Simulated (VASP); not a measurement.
# Sc (I4/mmm) in VASP: a series of runs

Runs on Sc. Level: r2SCAN. Tasks: single point.

All numbers are computed with VASP 6.6.1; they aren't measurements. Logs are shortened: lines on timing, memory, paths and dates and some standing lists are left out, and cuts for length are marked.

**1. The cell of the first run**

It takes space group I4/mmm (No. 139, tetragonal). The conventional cell has a = 3.707 Å, b = 3.707 Å, c = 3.407 Å, α = 90.00°, β = 90.00°, γ = 90.00°. Within 4.1 Å of Sc (site symmetry 4/mmm) lie 14 Sc at 3.13 to 3.71 Å.

**2. Single point, r2SCAN**

The input, POSCAR:

```
Sc
1.0
    0.0000000000      2.6211007861      1.7037155110
    2.6211007861      0.0000000000      1.7037155110
    2.6211007861      2.6211007861      0.0000000000
Sc
1
Direct
    0.0000000000      0.0000000000      0.0000000000
```

The input, INCAR.step1:

```
  PREC = Accurate
  ENCUT = 520
  ISMEAR = 0
  SIGMA = 0.15
  LREAL = F
  LASPH = T
  NELM = 80
  NBANDS = 12
  GGA = PE
  ALGO = Normal
  EDIFF = 1E-4
  LWAVE = T
  LCHARG = F
```

The input, INCAR.step2:

```
  PREC = Accurate
  ENCUT = 520
  EDIFF = 1E-6
  ISMEAR = 0
  SIGMA = 0.15
  LREAL = F
  LASPH = T
  NELM = 80
  ALGO = Normal
  ISIF = 2
  LWAVE = F
  LCHARG = F
  METAGGA = R2SCAN
  LMIXTAU = T
  NBANDS = 12
  ISTART = 1
```

The input, KPOINTS:

```
Automatic mesh
0
Gamma
  20 20 20
```

Potentials or basis: VASP PAW PBE potentials, release 64 (Sc_sv).

Launch:

```
> cat potpaw_PBE.64/Sc_sv/POTCAR > POTCAR
> cp INCAR.step1 INCAR
> mpirun -np 1 vasp_std > vasp.out
> cp INCAR.step2 INCAR
> mpirun -np 1 vasp_std > vasp.out
```

OUTCAR:

```text
PREC = Accurate
   ENCUT = 520
   EDIFF = 1E-6
   ISMEAR = 0
   LREAL = F
   LASPH = T
   NELM = 80
   ISIF = 2
   METAGGA = R2SCAN
   ISTART = 1

 ion  position               nearest neighbor table
   1  0.000  0.000  0.000-

  LATTYP: Found a body centered tetragonal cell.
 ALAT       =     3.7067962800
 C/A-ratio  =     0.9192388156

  Lattice vectors:

 A1 = (   0.0000000000,  -2.6211007861,  -1.7037155110)
 A2 = (   0.0000000000,   2.6211007861,  -1.7037155110)
 A3 = (   2.6211007861,   0.0000000000,   1.7037155110)

Analysis of symmetry for initial positions (statically):
=====================================================================
 Subroutine PRICEL returns:
 Original cell was already a primitive cell.

 Routine SETGRP: Setting up the symmetry group for a
 body centered tetragonal supercell.

 Subroutine GETGRP returns: Found 16 space group operations
 (whereof 16 operations were pure point group operations)
 out of a pool of 16 trial point group operations.

The static configuration has the point symmetry D_4h.

Analysis of symmetry for dynamics (positions and initial velocities):
=====================================================================
 Subroutine PRICEL returns:
 Original cell was already a primitive cell.

 Routine SETGRP: Setting up the symmetry group for a
 body centered tetragonal supercell.

 Subroutine GETGRP returns: Found 16 space group operations
 (whereof 16 operations were pure point group operations)
 out of a pool of 16 trial point group operations.

The dynamic configuration has the point symmetry D_4h.

 Subroutine INISYM returns: Found 16 space group operations
 (whereof 16 operations are pure point group operations),
 and found     1 'primitive' translations

----------------------------------------------------------------------------------------

                                     Primitive cell

  volume of cell :      23.4096

  direct lattice vectors                    reciprocal lattice vectors
     0.000000000  2.621100786  1.703715511    -0.190759548  0.190759548  0.293476227
     2.621100786  0.000000000  1.703715511     0.190759548 -0.190759548  0.293476227
     2.621100786  2.621100786  0.000000000     0.190759548  0.190759548 -0.293476227

  length of vectors
     3.126150328  3.126150328  3.706796280     0.398631040  0.398631040  0.398631040

  position of ions in fractional coordinates (direct lattice)
     0.000000000  0.000000000  0.000000000

  ion indices of the primitive-cell ions
   primitive index   ion index
                 1           1

----------------------------------------------------------------------------------------

 KPOINTS: Automatic mesh

Automatic generation of k-mesh.
 Grid dimensions read from file:
 generate k-points for:   20   20   20

 Generating k-lattice:

  Cartesian coordinates                     Fractional coordinates (reciprocal lattice)
    -0.009537977  0.009537977  0.014673811     0.050000000 -0.000000000  0.000000000
     0.009537977 -0.009537977  0.014673811    -0.000000000  0.050000000  0.000000000
     0.009537977  0.009537977 -0.014673811     0.000000000  0.000000000  0.050000000

  Length of vectors
     0.019931552  0.019931552  0.019931552

  Shift w.r.t. Gamma in fractional coordinates (k-lattice)
     0.000000000  0.000000000  0.000000000

 Subroutine IBZKPT returns following result:
 ===========================================

 Found    641 irreducible k-points:

 Following reciprocal coordinates:
            Coordinates               Weight
  0.000000  0.000000  0.000000      1.000000
  0.050000  0.000000  0.000000      8.000000
  0.100000 -0.000000  0.000000      8.000000
  0.150000  0.000000  0.000000      8.000000
  0.200000 -0.000000  0.000000      8.000000
  0.250000  0.000000  0.000000      8.000000
[... 16 lines left out ...]
 -0.400000  0.050000  0.000000      8.000000
 -0.350000  0.050000  0.000000      8.000000
 [... further k-points ...]
   k-points           NKPTS =    641   k-points in BZ     NKDIM =    641   number of bands    NBANDS=     12
   number of dos      NEDOS =    301   number of ions     NIONS =      1
   total plane-waves  NPLWV =  16128
   dimension x,y,z NGX =    24 NGY =   24 NGZ =   28
   dimension x,y,z NGXF=    48 NGYF=   48 NGZF=   56
   ions per type =               1
   NGX,Y,Z   is equivalent  to a cutoff of  12.76, 12.76, 12.56 a.u.
   NGXF,Y,Z  is equivalent  to a cutoff of  25.53, 25.53, 25.12 a.u.
 SYSTEM =  unknown system
   PREC   = accura    normal or accurate (medium, high low for compatibility)
   ISTART =      1    job   : 0-new  1-cont  2-samecut
   ICHARG =      0    charge: 1-file 2-atom 10-const
   ISPIN  =      1    spin polarized calculation?
   LNONCOLLINEAR =      F non collinear calculations
   LSORBIT =      F    spin-orbit coupling
   LASPH  =      T    aspherical Exc in radial PAW
   ENCUT  =  520.0 eV  38.22 Ry    6.18 a.u.   5.81  5.81  6.89*2*pi/ulx,y,z
   NELM   =     80;   NELMIN=  2; NELMDL=  0     # of ELM steps
   EDIFF  = 0.1E-05   stopping-criterion for ELM
   LREAL  =      F    real-space projection
   EDIFFG = 0.1E-04   stopping-criterion for IOM
   NSW    =      0    number of steps for IOM
   IBRION =     -1    ionic relax: 0-MD 1-quasi-New 2-CG
   NFREE  =      0    steps in history (QN), initial steepest desc. (CG)
   ISIF   =      2    stress and relaxation
   ISYM   =      2    0-nonsym 1-usesym 2-fastsym
   POTIM  = 0.5000    time-step for ionic-motion
   TEBEG  =    0.0;   TEEND  =   0.0 temperature during run
   PSTRESS=    0.0 pullay stress
   NELECT =      11.0000    total number of electrons
   NUPDOWN=      -1.0000    fix difference up-down
   EMIN   =  10.00;   EMAX   =-10.00  energy-range for DOS
   EFERMI =   0.00;   METHOD = LEGACY
   ISMEAR =     0;   SIGMA  =   0.15  broadening in eV -4-tet -1-fermi 0-gaus
   EFERMI_NEDOS =   21; number of points for ismear=-14 and -15
   IALGO  =     38    algorithm
   IMIX   =      4    mixing-type and parameters
     AMIX     =   0.40;   BMIX     =  1.00
     AMIX_MAG =   1.60;   BMIX_MAG =  1.00
  volume/ion in A,a.u.               =      23.41       157.98
  Fermi-wavevector in a.u.,A,eV,Ry     =   1.272744  2.405136 22.039751  1.619876
  Thomas-Fermi vector in A             =   2.405605
   LORBIT       =      0    0 simple, 1 ext, 2 COOP (PROOUT), +10 PAW based schemes
   METAGGA = R2SCAN    functional components
   LHFCALC =     F    Hartree Fock is set to
   AEXX    =    0.0000 exact exchange contribution
   IVDW    =     0    specifies the selected vdW correction
   LEPSILON=     F    determine dielectric tensor
   LRPA    =     F    only Hartree local field effects (RPA)
 non-spin polarized calculation
 Gauss-broadening in eV      SIGMA  =   0.15
  energy-cutoff  :      520.00
  volume of cell :       23.41
 maximum number of plane-waves:       648
   NGX = 11   NGY = 11   NGZ = 13

 number of electron      10.9999998 magnetization

 Free energy of the ion-electron system (eV)
  ---------------------------------------------------
  ext. energy  EPLUGINS =         0.00000000
  ---------------------------------------------------
  free energy    TOTEN  =       -11.26114569 eV

  energy without entropy =      -11.23732231  energy(sigma->0) =      -11.24923400

 E-fermi :   4.1699     XC(G=0): -10.8213

 val. band max:        4.1674848301   @ k =  -0.3500   0.1000   0.4000
 cond. band min:       4.1715129594   @ k =  -0.4500   0.1500   0.3000
 fundamental gap:      0.0040281293
 Fermi energy:         4.1699261844

 k-point     1 :       0.0000    0.0000    0.0000
  band No.  band energies     occupation
      1     -47.4149      2.00000
      2     -24.8212      2.00000
      3     -24.8211      2.00000
      4     -24.7936      2.00000
      5      -1.5414      2.00000
      6       5.5895      0.00000
      7       6.1849      0.00000
      8       6.1850      0.00000
      9       7.0026      0.00000
     10       7.6926      0.00000
     11      18.7147      0.00000
     12      18.7147      0.00000

 k-point     2 :       0.0500    0.0000    0.0000
  band No.  band energies     occupation
      1     -47.4129      2.00000
      2     -24.8282      2.00000
      3     -24.8250      2.00000
      4     -24.7995      2.00000
      5      -1.4650      2.00000
      6       5.5991      0.00000
      7       6.1625      0.00000
      8       6.1846      0.00000
      9       7.0046      0.00000
     10       7.6531      0.00000
     11      18.7110      0.00000
     12      18.7961      0.00000

 k-point     3 :       0.1000   -0.0000    0.0000
  band No.  band energies     occupation
      1     -47.4069      2.00000
      2     -24.8579      2.00000
      3     -24.8362      2.00000
      4     -24.8072      2.00000
      5      -1.2393      2.00000
      6       5.5834      0.00000
      7       6.0737      0.00000
      8       6.2338      0.00000
      9       7.0229      0.00000
     10       7.5611      0.00000
     11      18.6405      0.00000
     12      19.0254      0.00000
[... 286 lines left out ...]
 k-point    23 :      -0.4000    0.0500    0.0000
  band No.  band energies     occupation
      1     -47.3376      2.00000
      2     -25.2386      2.00000
      3     -24.9677      2.00000
      4     -24.8336      2.00000
      5       1.8997      2.00000
      6       4.5810      0.00011
      7       4.6169      0.00003
      8       7.4126      0.00000
      9       7.8403      0.00000
     10       8.4920      0.00000
     11      13.2048      0.00000
     12      15.7716      0.00000

 k-point    24 :      -0.3500    0.0500    0.0000
  band No.  band energies     occupation
      1     -47.3472      2.00000
      2     -25.1862      2.00000
      3     -24.9508      2.00000
      4     -24.8300      2.00000
      5       1.4050      2.00000
      6       4.7126      0.00000
      7       4.7250      0.00000
      8       7.4117      0.00000
      9       7.6525      0.00000
     10       8.0804      0.00000
     11      14.1863      0.00000
     12      16.2494      0.00000

 [... further k-points ...]

------------------------ aborting loop because EDIFF is reached ----------------------------------------

  FORCE on cell =-STRESS in cart. coord.  units (eV):
  Direction    XX          YY          ZZ          XY          YZ          ZX
  --------------------------------------------------------------------------------------
  -------------------------------------------------------------------------------------
  Total        0.5716021      0.5716021      0.8456631      0.0000000     -0.0000000     -0.0000000
  in kB       39.1209932     39.1209932     57.8779932      0.0000000     -0.0000000     -0.0000000
  external PRESSURE =      45.3733265 kB  Pullay stress =       0.0000000 kB

 VOLUME and BASIS-vectors are now :
 -----------------------------------------------------------------------------
  energy-cutoff  :      520.00
  volume of cell :       23.41
      direct lattice vectors                 reciprocal lattice vectors
     0.000000000  2.621100786  1.703715511    -0.190759548  0.190759548  0.293476227
     2.621100786  0.000000000  1.703715511     0.190759548 -0.190759548  0.293476227
     2.621100786  2.621100786  0.000000000     0.190759548  0.190759548 -0.293476227

 POSITION                                       TOTAL-FORCE (eV/Angst)
 -----------------------------------------------------------------------------------
      0.00000      0.00000      0.00000        -0.000000      0.000000      0.000000
 -----------------------------------------------------------------------------------
    total drift:                               -0.000000     -0.000000      0.000000

  FREE ENERGIE OF THE ION-ELECTRON SYSTEM (eV)
  ---------------------------------------------------
  free  energy   TOTEN  =       -11.2611456906 eV

  energy  without entropy=      -11.2373223055  energy(sigma->0) =      -11.24923400
```

Wall time 3.9 min (1 thread of Intel Xeon 6975P-C (Granite Rapids), shared host); peak memory 0.29 GiB.

Results:

```yaml
Free_energy: -11.2611 eV
Pressure: 4.5 GPa
Band_gap_on_the_k_mesh: zero (an odd number of electrons rules out a gap without spin polarisation)
```

Caveat: the cell stands under pressure; the PAW data sets were made with another functional, which shifts forces and pressure a little.

**3. Single point, r2SCAN**

This run uses another cell than the first one, of the same volume but with other edges.

The input, POSCAR:

```
Sc
1.0
    0.0000000000      1.9834644452      2.9751966678
    1.9834644452      0.0000000000      2.9751966678
    1.9834644452      1.9834644452      0.0000000000
Sc
1
Direct
    0.0000000000      0.0000000000      0.0000000000
```

The input, INCAR.step1:

```
SYSTEM = Sc
ALGO     = Normal         ! electronic algorithm
EDIFF    = 1E-4           ! SCF threshold, eV
ENCUT    = 520            ! plane-wave cutoff, eV
GGA      = PE             ! functional
ISMEAR   = 0              ! smearing method
LASPH    = .TRUE.         ! aspherical terms in the spheres
LCHARG   = .FALSE.        ! write CHGCAR
LREAL    = .FALSE.        ! projectors in reciprocal space
LWAVE    = .TRUE.         ! write WAVECAR
NBANDS   = 12             ! bands
NELM     = 80             ! most SCF steps
PREC     = Accurate       ! precision mode
SIGMA    = 0.15           ! smearing width, eV
```

The input, INCAR.step2:

```
SYSTEM = Sc
ALGO     = Normal         ! electronic algorithm
EDIFF    = 1E-6           ! SCF threshold, eV
ENCUT    = 520            ! plane-wave cutoff, eV
ISIF     = 2              ! what is computed and relaxed
ISMEAR   = 0              ! smearing method
ISTART   = 1            
LASPH    = .TRUE.         ! aspherical terms in the spheres
LCHARG   = .FALSE.        ! write CHGCAR
LMIXTAU  = .TRUE.       
LREAL    = .FALSE.        ! projectors in reciprocal space
LWAVE    = .FALSE.        ! write WAVECAR
METAGGA  = R2SCAN         ! meta-GGA
NBANDS   = 12             ! bands
NELM     = 80             ! most SCF steps
PREC     = Accurate       ! precision mode
SIGMA    = 0.15           ! smearing width, eV
```

The input, KPOINTS:

```
k-points
0
G
  20 20 20
  0 0 0
```

Potentials or basis: VASP PAW PBE potentials, release 64 (Sc_sv).

Launch:

```
> cat potpaw_PBE.64/Sc_sv/POTCAR > POTCAR
> cp INCAR.step1 INCAR
> mpirun -np 1 vasp_std > vasp.out
> cp INCAR.step2 INCAR
> mpirun -np 1 vasp_std > vasp.out
```

Run time: 4.8 min. Hardware: 1 thread of Intel Xeon 6975P-C (Granite Rapids), shared host; peak memory 0.3 GiB.

Results (log left out):

```yaml
Free_energy: -10.9648 eV
Pressure: 3.1 GPa
Band_gap_on_the_k_mesh: zero (an odd number of electrons rules out a gap without spin polarisation)
```

Stress tensor (GPa, compression positive):
```
 10.90   0.00   0.00
  0.00  10.90   0.00
  0.00   0.00 -12.52
```

Levels at points of the mesh, in eV from the Fermi level:
```csv
k point,band 1,band 2,band 3,band 4,band 5,band 6,band 7,band 8,band 9,band 10
"(0.00, 0.00, 0.00)",-51.61,-29.02,-28.89,-28.89,-5.51,0.15,0.86,3.26,3.26,4.59
"(0.50, 0.00, 0.00)",-51.49,-29.73,-29.03,-28.83,-1.66,0.47,0.65,2.74,4.03,4.20
"(0.50, 0.50, 0.00)",-51.59,-29.26,-28.92,-28.92,-2.30,-0.97,-0.39,4.36,4.36,4.70
"(0.50, 0.00, 0.50)",-51.38,-29.62,-29.56,-28.94,-2.01,-0.22,2.78,3.68,4.86,5.80
```

Caveat: the stress differs along the axes, from -13 to 11 GPa; the PAW data sets were made with another functional, which shifts forces and pressure a little.

**4. Single point, r2SCAN**

This run uses another cell than the first one, of the same volume but with other edges.

The input, POSCAR:

```
Sc
1.0
    0.0000000000      2.3016066052      2.2095423410
    2.3016066052      0.0000000000      2.2095423410
    2.3016066052      2.3016066052      0.0000000000
Sc
1
Direct
    0.0000000000      0.0000000000      0.0000000000
```

The input, INCAR.step1:

```
SYSTEM = Sc
ALGO = Normal ; EDIFF = 1E-4
ENCUT = 520 ; GGA = PE
ISMEAR = 0 ; LASPH = .True.
LCHARG = .False. ; LREAL = .False.
LWAVE = .True. ; NBANDS = 12
NELM = 100 ; PREC = Accurate
SIGMA = 0.15
```

The input, INCAR.step2:

```
SYSTEM = Sc
ALGO = Normal ; EDIFF = 1E-6
ENCUT = 520 ; ISIF = 2
ISMEAR = 0 ; ISTART = 1
LASPH = .True. ; LCHARG = .False.
LMIXTAU = .True. ; LREAL = .False.
LWAVE = .False. ; METAGGA = R2SCAN
NBANDS = 12 ; NELM = 100
PREC = Accurate ; SIGMA = 0.15
```

The input, KPOINTS:

```
k-points
0
Gamma
  20 20 20
  0 0 0
```

Launch:

```
> cat potpaw_PBE.64/Sc_sv/POTCAR > POTCAR
> cp INCAR.step1 INCAR
> mpirun -np 1 vasp_std > vasp.out
> cp INCAR.step2 INCAR
> mpirun -np 1 vasp_std > vasp.out
```

Wall time 2.6 min (1 thread of Intel Xeon 6975P-C (Granite Rapids), shared host); peak memory 0.28 GiB.

It converged, with:

- Free energy: -11.2841 eV
- Pressure: 4.3 GPa
- Band gap on the k mesh: zero (an odd number of electrons rules out a gap without spin polarisation)

Stress tensor (GPa, compression positive):
```
4.09 0.00 0.00
0.00 4.09 0.00
0.00 0.00 4.61
```

Levels at points of the mesh, in eV from the Fermi level:
```
           k point  band 2  band 3  band 4  band 5  band 6  band 7  band 8  band 9
(0.00, 0.00, 0.00)  -28.82  -28.81  -28.81   -5.67    1.79    1.79    2.05    3.28
(0.50, 0.00, 0.00)  -29.30  -28.88  -28.86   -1.89    0.15    1.58    1.90    4.32
(0.50, 0.50, 0.00)  -29.27  -29.00  -29.00   -1.68   -0.76    2.53    4.41    4.65
(0.50, 0.00, 0.50)  -29.27  -29.00  -28.95   -1.72   -0.61    1.84    4.39    4.53
```

Caveat: the cell stands under pressure; the PAW data sets were made with another functional, which shifts forces and pressure a little.

**5. Summary**

```csv
cell,gap on the mesh (eV),pressure (GPa)
"a = 3.126, b = 3.126, c = 3.707 Å, angles 53.6, 53.6, 72.7°, 1 atom",none,4.5
"a = 3.576, b = 3.576, c = 2.805 Å, angles 66.9, 66.9, 46.2°, 1 atom",none,3.1
"a = 3.191, b = 3.191, c = 3.255 Å, angles 59.3, 59.3, 61.3°, 1 atom",none,4.3
```

Alike in all rows: task single point; level r2SCAN; potentials or basis VASP PAW PBE potentials, release 64 (Sc_sv); no spin polarisation; k mesh 20 × 20 × 20; cutoff (eV) 520; smearing gaussian 0.15 eV.

Caveats: the PAW data sets were made with another functional, which shifts forces and pressure a little; the cell stands under pressure (at least some runs); the stress differs along the axes, from -13 to 11 GPa (at least some runs).

Total energies depend on the potentials used, so only differences within one code and one set of settings carry meaning.
